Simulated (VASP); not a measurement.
# Mg (Fmmm) in VASP: single point with PBE

Aim: the single point of Mg with PBE.

Everything below comes from runs of VASP 6.6.1. Logs are shortened: lines on timing, memory, paths and dates and some standing lists are left out, and cuts for length are marked.

## Step 1: The cell of the first run

The structure is orthorhombic, space group Fmmm (No. 69). The conventional cell has a = 3.164 Å, b = 5.364 Å, c = 11.507 Å, α = 90.00°, β = 90.00°, γ = 90.00°. Mg (site symmetry mm2) has 11 Mg at 3.05 to 3.81 Å within 4.0 Å.

## Step 2: Single point, PBE

File INCAR:

```
  PREC = Accurate
  ENCUT = 520
  EDIFF = 1E-6
  ISMEAR = 0
  SIGMA = 0.1
  LREAL = False
  LASPH = True
  NELM = 80
  ALGO = Normal
  ISIF = 2
  LWAVE = False
  LCHARG = True
  GGA = PE
  LELF = True
  LVHAR = True
  NBANDS = 12
```

File KPOINTS:

```
regular mesh
0
Gamma
  6 6 4
```

File POSCAR:

```
Mg
1.0
    1.5818037047     -5.7536668015      0.0000000000
    1.5818037047      5.7536668015      0.0000000000
    0.0000000000      0.0000000000      5.3637452451
Mg
4
Direct
    0.1325821143      0.8674178857      0.9999996518
    0.6325821143      0.3674178857      0.5000003482
    0.8674178857      0.1325821143      0.0000003482
    0.3674178857      0.6325821143      0.4999996518
```

Potentials or basis: VASP PAW PBE potentials, release 64 (Mg).

On the command line:

```console
$ cat potpaw_PBE.64/Mg/POTCAR > POTCAR
$ mpirun -np 1 vasp_std > vasp.out
```

OUTCAR:

```text
PREC = Accurate
   ENCUT = 520
   EDIFF = 1E-6
   ISMEAR = 0
   LREAL = False
   LASPH = True
   NELM = 80
   ISIF = 2
   GGA = PE

 ion  position               nearest neighbor table
   1  0.133  0.867  1.000-   3 3.05   2 3.11   2 3.11   2 3.11   2 3.11   3 3.13   3 3.13
   2  0.633  0.367  0.500-   4 3.05   1 3.11   1 3.11   1 3.11   1 3.11   4 3.13   4 3.13
   3  0.867  0.133  0.000-   1 3.05   4 3.11   4 3.11   4 3.11   4 3.11   1 3.13   1 3.13
   4  0.367  0.633  0.500-   2 3.05   3 3.11   3 3.11   3 3.11   3 3.11   2 3.13   2 3.13

  LATTYP: Found a base centered orthorhombic cell.
 ALAT       =     3.1636074094
 B/A-ratio  =     3.6374088545
 C/A-ratio  =     1.6954522325

  Lattice vectors:

 A1 = (   1.5818037047,  -5.7536668015,   0.0000000000)
 A2 = (   1.5818037047,   5.7536668015,   0.0000000000)
 A3 = (   0.0000000000,   0.0000000000,   5.3637452451)

Analysis of symmetry for initial positions (statically):
=====================================================================
 Subroutine PRICEL returns following result:

  LATTYP: Found a face centered orthorhombic cell.
 ALAT       =     3.1636074094
 B/A-ratio  =     1.6954522325
 C/A-ratio  =     3.6374088545

  Lattice vectors:

 A1 = (   0.0000000000,  -5.7536668015,   2.6818763579)
 A2 = (   1.5818037047,  -5.7536668015,   0.0000074706)
 A3 = (   1.5818037047,   0.0000000000,   2.6818763579)

   2 primitive cells build up your supercell.

 Routine SETGRP: Setting up the symmetry group for a
 base centered orthorhombic supercell.

 Subroutine GETGRP returns: Found  8 space group operations
 (whereof  8 operations were pure point group operations)
 out of a pool of  8 trial point group operations.

The static configuration has the point symmetry D_2h.

Analysis of symmetry for dynamics (positions and initial velocities):
=====================================================================
 Subroutine PRICEL returns following result:

  LATTYP: Found a face centered orthorhombic cell.
 ALAT       =     3.1636074094
 B/A-ratio  =     1.6954522325
 C/A-ratio  =     3.6374088545

  Lattice vectors:

 A1 = (   0.0000000000,  -5.7536668015,   2.6818763579)
 A2 = (   1.5818037047,  -5.7536668015,   0.0000074706)
 A3 = (   1.5818037047,   0.0000000000,   2.6818763579)

   2 primitive cells build up your supercell.

 Routine SETGRP: Setting up the symmetry group for a
 base centered orthorhombic supercell.

 Subroutine GETGRP returns: Found  8 space group operations
 (whereof  8 operations were pure point group operations)
 out of a pool of  8 trial point group operations.

The dynamic configuration has the point symmetry D_2h.

 Subroutine INISYM returns: Found  8 space group operations
 (whereof  8 operations are pure point group operations),
 and found     2 'primitive' translations

----------------------------------------------------------------------------------------

                                     Primitive cell

  volume of cell :      48.8164

  direct lattice vectors                    reciprocal lattice vectors
     0.000000000 -5.753666801  2.681876358    -0.316095287 -0.086900983  0.186436893
     1.581803705 -5.753666801  0.000007471     0.316095287 -0.086901226 -0.186436893
     1.581803705  0.000000000  2.681876358     0.316094407  0.086901226  0.186436893

  length of vectors
     6.348003029  5.967142082  3.113609442     0.377129589  0.377129645  0.377128907

  position of ions in fractional coordinates (direct lattice)
     0.132581581  0.132582647  0.867417353
     0.867417026  0.867418746  0.132581254

  ion indices of the primitive-cell ions
   primitive index   ion index
                 1           1
                 2           3

----------------------------------------------------------------------------------------

 KPOINTS: regular mesh

Automatic generation of k-mesh.
 Grid dimensions read from file:
 generate k-points for:    6    6    4

 Generating k-lattice:

  Cartesian coordinates                     Fractional coordinates (reciprocal lattice)
     0.052682474 -0.014483517  0.000000000     0.166666667 -0.000000000  0.000000000
     0.052682474  0.014483517  0.000000000    -0.000000000  0.166666667  0.000000000
     0.000000000  0.000000000  0.046609223     0.000000000  0.000000000  0.250000000

  Length of vectors
     0.054637125  0.054637125  0.046609223

  Shift w.r.t. Gamma in fractional coordinates (k-lattice)
     0.000000000  0.000000000  0.000000000

 Subroutine IBZKPT returns following result:
 ===========================================

 Found     39 irreducible k-points:

 Following reciprocal coordinates:
            Coordinates               Weight
  0.000000  0.000000  0.000000      1.000000
  0.166667  0.000000  0.000000      4.000000
  0.333333  0.000000  0.000000      4.000000
  0.500000  0.000000  0.000000      2.000000
  0.166667  0.166667  0.000000      2.000000
  0.333333  0.166667  0.000000      4.000000
[... 16 lines left out ...]
  0.333333  0.333333  0.250000      4.000000
  0.500000  0.333333  0.250000      8.000000
 [... further k-points ...]
   k-points           NKPTS =     39   k-points in BZ     NKDIM =     39   number of bands    NBANDS=     12
   number of dos      NEDOS =    301   number of ions     NIONS =      4
   total plane-waves  NPLWV =  92160
   dimension x,y,z NGX =    48 NGY =   48 NGZ =   40
   dimension x,y,z NGXF=    96 NGYF=   96 NGZF=   80
   ions per type =               4
   NGX,Y,Z   is equivalent  to a cutoff of  13.37, 13.37, 12.40 a.u.
   NGXF,Y,Z  is equivalent  to a cutoff of  26.75, 26.75, 24.80 a.u.
 SYSTEM =  unknown system
   PREC   = accura    normal or accurate (medium, high low for compatibility)
   ISTART =      0    job   : 0-new  1-cont  2-samecut
   ICHARG =      2    charge: 1-file 2-atom 10-const
   ISPIN  =      1    spin polarized calculation?
   LNONCOLLINEAR =      F non collinear calculations
   LSORBIT =      F    spin-orbit coupling
   LASPH  =      T    aspherical Exc in radial PAW
   ENCUT  =  520.0 eV  38.22 Ry    6.18 a.u.  11.09 11.09  9.97*2*pi/ulx,y,z
   NELM   =     80;   NELMIN=  2; NELMDL= -5     # of ELM steps
   EDIFF  = 0.1E-05   stopping-criterion for ELM
   LREAL  =      F    real-space projection
   EDIFFG = 0.1E-04   stopping-criterion for IOM
   NSW    =      0    number of steps for IOM
   IBRION =     -1    ionic relax: 0-MD 1-quasi-New 2-CG
   NFREE  =      0    steps in history (QN), initial steepest desc. (CG)
   ISIF   =      2    stress and relaxation
   ISYM   =      2    0-nonsym 1-usesym 2-fastsym
   POTIM  = 0.5000    time-step for ionic-motion
   TEBEG  =    0.0;   TEEND  =   0.0 temperature during run
   PSTRESS=    0.0 pullay stress
   NELECT =       8.0000    total number of electrons
   NUPDOWN=      -1.0000    fix difference up-down
   EMIN   =  10.00;   EMAX   =-10.00  energy-range for DOS
   EFERMI =   0.00;   METHOD = LEGACY
   ISMEAR =     0;   SIGMA  =   0.10  broadening in eV -4-tet -1-fermi 0-gaus
   EFERMI_NEDOS =   21; number of points for ismear=-14 and -15
   IALGO  =     38    algorithm
   IMIX   =      4    mixing-type and parameters
     AMIX     =   0.40;   BMIX     =  1.00
     AMIX_MAG =   1.60;   BMIX_MAG =  1.00
  volume/ion in A,a.u.               =      24.41       164.71
  Fermi-wavevector in a.u.,A,eV,Ry     =   0.711060  1.343709  6.879195  0.505607
  Thomas-Fermi vector in A             =   1.798072
   LORBIT       =      0    0 simple, 1 ext, 2 COOP (PROOUT), +10 PAW based schemes
   GGA     = PE    functional components
   LHFCALC =     F    Hartree Fock is set to
   AEXX    =    0.0000 exact exchange contribution
   IVDW    =     0    specifies the selected vdW correction
   LEPSILON=     F    determine dielectric tensor
   LRPA    =     F    only Hartree local field effects (RPA)
 non-spin polarized calculation
 Gauss-broadening in eV      SIGMA  =   0.10
  energy-cutoff  :      520.00
  volume of cell :       97.63
 maximum number of plane-waves:      2660
 NGX is ok and might be reduce to    48
   NGX = 23   NGY = 23   NGZ = 19

 number of electron       8.0000000 magnetization

 Free energy of the ion-electron system (eV)
  ---------------------------------------------------
  ext. energy  EPLUGINS =         0.00000000
  ---------------------------------------------------
  free energy    TOTEN  =        -5.45575528 eV

  energy without entropy =       -5.45056407  energy(sigma->0) =       -5.45315967

 E-fermi :   2.3546     XC(G=0):  -8.2886

 val. band max:        2.2662161357   @ k =   0.5000   0.5000   0.0000
 cond. band min:       2.3557572678   @ k =   0.3333   0.0000   0.0000
 fundamental gap:      0.0895411321
 Fermi energy:         2.3546346008

 k-point     1 :       0.0000    0.0000    0.0000
  band No.  band energies     occupation
      1      -4.3867      2.00000
      2      -0.0064      2.00000
      3       0.2197      2.00000
      4       0.5942      2.00000
      5       0.8769      2.00000
      6       4.3308      0.00000
      7       4.7632      0.00000
      8       5.4579      0.00000
      9       5.7242      0.00000
     10      10.4198      0.00000
     11      11.0055      0.00000
     12      11.3711      0.00000

 k-point     2 :       0.1667    0.0000    0.0000
  band No.  band energies     occupation
      1      -3.9382      2.00000
      2      -0.1943      2.00000
      3       1.0065      2.00000
      4       1.2619      2.00000
      5       1.3134      2.00000
      6       4.3958      0.00000
      7       4.7345      0.00000
      8       5.6636      0.00000
      9       6.2332      0.00000
     10       7.2066      0.00000
     11       7.8875      0.00000
     12      10.7903      0.00000
[... 301 lines left out ...]
 k-point    23 :       0.3333    0.3333    0.2500
  band No.  band energies     occupation
      1      -1.5300      2.00000
      2      -1.0162      2.00000
      3       0.9697      2.00000
      4       1.4528      2.00000
      5       2.4609      0.13274
      6       4.7785      0.00000
      7       5.5402      0.00000
      8       6.2024      0.00000
      9       6.9814      0.00000
     10       7.0942      0.00000
     11       7.1820      0.00000
     12       7.4332      0.00000

 k-point    24 :       0.5000    0.3333    0.2500
  band No.  band energies     occupation
      1      -2.9204      2.00000
      2      -2.0151      2.00000
      3      -0.3717      2.00000
      4       0.5165      2.00000
      5       4.5352      0.00000
      6       5.0521      0.00000
      7       5.2955      0.00000
      8       5.8737      0.00000
      9       7.0020      0.00000
     10       7.8806      0.00000
     11       8.6816      0.00000
     12       9.5213      0.00000

 [... further k-points ...]
[... 5 lines left out ...]
  --------------------------------------------------------------------------------------
  -------------------------------------------------------------------------------------
  Total       -0.1132799     -0.1241290      0.0872781     -0.0000000      0.0000000      0.0000000
  in kB       -1.8589512     -2.0369870      1.4322557     -0.0000000      0.0000000      0.0000000
  external PRESSURE =      -0.8212275 kB  Pullay stress =       0.0000000 kB

 VOLUME and BASIS-vectors are now :
 -----------------------------------------------------------------------------
  energy-cutoff  :      520.00
  volume of cell :       97.63
      direct lattice vectors                 reciprocal lattice vectors
     1.581803705 -5.753666801  0.000000000     0.316094847 -0.086901105  0.000000000
     1.581803705  5.753666801  0.000000000     0.316094847  0.086901105  0.000000000
     0.000000000  0.000000000  5.363745245     0.000000000  0.000000000  0.186436893

 POSITION                                       TOTAL-FORCE (eV/Angst)
 -----------------------------------------------------------------------------------
      1.58180      4.22800      5.36374         0.000000     -0.002097      0.000000
      1.58180     -1.52567      2.68187         0.000000     -0.002097      0.000000
      1.58180     -4.22800      0.00000         0.000000      0.002097      0.000000
      1.58180      1.52567      2.68187         0.000000      0.002097      0.000000
 -----------------------------------------------------------------------------------
    total drift:                               -0.000000      0.000000      0.000000

  FREE ENERGIE OF THE ION-ELECTRON SYSTEM (eV)
  ---------------------------------------------------
  free  energy   TOTEN  =        -5.4557552793 eV

  energy  without entropy=       -5.4505640663  energy(sigma->0) =       -5.45315967
```

Wall time 96 s (1 thread of AMD EPYC, shared host); peak memory 0.25 GiB.

What came out:

| Quantity | Value |
| --- | --- |
| Free energy | -5.4558 eV |
| Pressure | -0.1 GPa |
| Band gap on the k mesh | zero (band 4 reaches 2.94 eV, above the bottom of band 5 at 0.88 eV) |

Forces on the atoms (eV/Å):
```
Mg   0.000 -0.002  0.000
Mg   0.000 -0.002  0.000
Mg   0.000  0.002  0.000
Mg   0.000  0.002  0.000
```

Stress tensor (GPa, compression positive):
```
-0.19  0.00  0.00
 0.00 -0.20  0.00
 0.00  0.00  0.14
```

Levels at points of the mesh, in eV from the Fermi level:
```tsv
k point	band 1	band 2	band 3	band 4	band 5	band 6	band 7	band 8
(0.00, 0.00, 0.00)	-6.74	-2.36	-2.13	-1.76	-1.48	1.98	2.41	3.10
(0.50, 0.00, 0.00)	-2.78	-2.78	-0.58	-0.58	1.96	1.96	2.22	2.22
(0.50, 0.50, 0.00)	-5.85	-5.33	-0.95	-0.60	-0.44	-0.09	2.99	3.14
(0.00, 0.00, 0.50)	-5.44	-5.44	-1.08	-1.08	-0.92	-0.92	4.46	4.46
(0.50, 0.00, 0.50)	-1.64	-1.64	-1.43	-1.43	0.38	0.38	1.11	1.11
(0.50, 0.50, 0.50)	-4.56	-4.56	-4.04	-4.04	3.98	3.98	4.12	4.12
```
